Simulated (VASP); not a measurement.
## H2C18O: single point with PBE

The system is H2C18O, a slab with vacuum.

```xyz
21
Lattice="7.3980 0.0000 0.0000 -3.6990 6.4069 0.0000 0.0000 0.0000 11.0000" Properties=species:S:1:pos:R:3 pbc="T T T"
C     0.0930    0.0315    0.7231
C     1.3178    0.7394    0.7226
C    -1.1554    2.1680    0.7222
C     0.0928    2.8883    0.7222
C    -2.3813    4.3166    0.7220
C    -1.1558    5.0237    0.7226
C     2.5428    0.0314    0.7229
C     3.7908    0.7522    0.7230
C     1.3176    2.1807    0.7224
C     2.5428    2.8883    0.7223
C     0.0923    4.3031    0.7225
C     1.3176    5.0100    0.7232
C     5.0164    0.0443    0.7240
C     6.2426    0.7523    0.7239
C     3.7910    2.1678    0.7219
C     5.0166    2.8755    0.7213
C     2.5432    4.3030    0.7227
C     3.7914    5.0236    0.7225
O     5.7794    1.3690    4.3621
H     4.9032    1.5718    4.7247
H     5.6166    1.2264    3.4160
```

- Program: VASP 6.6.1
- Task: single point
- Functional: PBE
- Potentials or basis: VASP PAW PBE potentials, release 64 (C, O, H)
- Cutoff: 520 eV
- k mesh: 2 × 2 × 1
- Occupations: gaussian, width 0.05 eV
- Spin: no spin polarisation

```json
{"Largest force": "0.133 eV/Å", "Band gap on the k mesh": "0.22 eV, direct"}
```

Forces on the atoms (eV/Å):
```
C    0.004  0.011  0.001
C   -0.005  0.003  0.002
C    0.008  0.005  0.000
C   -0.011 -0.004  0.000
C   -0.002  0.004 -0.001
C   -0.004  0.003  0.001
C   -0.003  0.007 -0.002
C   -0.002 -0.006 -0.001
C    0.001 -0.011 -0.001
C    0.009  0.002 -0.001
C   -0.005 -0.003 -0.001
C    0.000  0.006 -0.002
C   -0.001 -0.006  0.002
C    0.007 -0.005  0.002
C   -0.008  0.005 -0.001
C   -0.002 -0.002  0.001
C    0.008 -0.006  0.001
C   -0.002  0.002  0.000
O    0.088 -0.004  0.052
H   -0.096  0.026  0.077
H    0.013 -0.027 -0.130
```

Levels at points of the mesh, in eV from the valence-band top:
| k point | band 36 | band 37 | band 38 | band 39 | band 40 | band 41 | band 42 | band 43 | band 44 | band 45 |
| --- | --- | --- | --- | --- | --- | --- | --- | --- | --- | --- |
| (0.00, 0.00, 0.00) | -2.93 | -2.93 | -2.57 | -0.01 | 0.00 | 0.22 | 0.22 | 3.02 | 4.44 | 4.94 |
| (0.50, 0.00, 0.00) | -2.56 | -2.55 | -2.51 | -2.50 | -2.25 | 1.78 | 2.59 | 2.60 | 2.65 | 2.68 |
| (0.00, 0.50, 0.00) | -2.57 | -2.54 | -2.53 | -2.49 | -2.25 | 1.78 | 2.59 | 2.60 | 2.65 | 2.68 |
| (0.50, 0.50, 0.00) | -2.59 | -2.56 | -2.51 | -2.49 | -2.25 | 1.79 | 2.59 | 2.60 | 2.64 | 2.68 |

It took 2.2 min on 1 thread of Intel(R) Xeon(R) 6975P-C (Granite Rapids) (shared host), peak memory 0.59 GiB.

Caveat: the k points lie up to 0.49 Å⁻¹ apart.
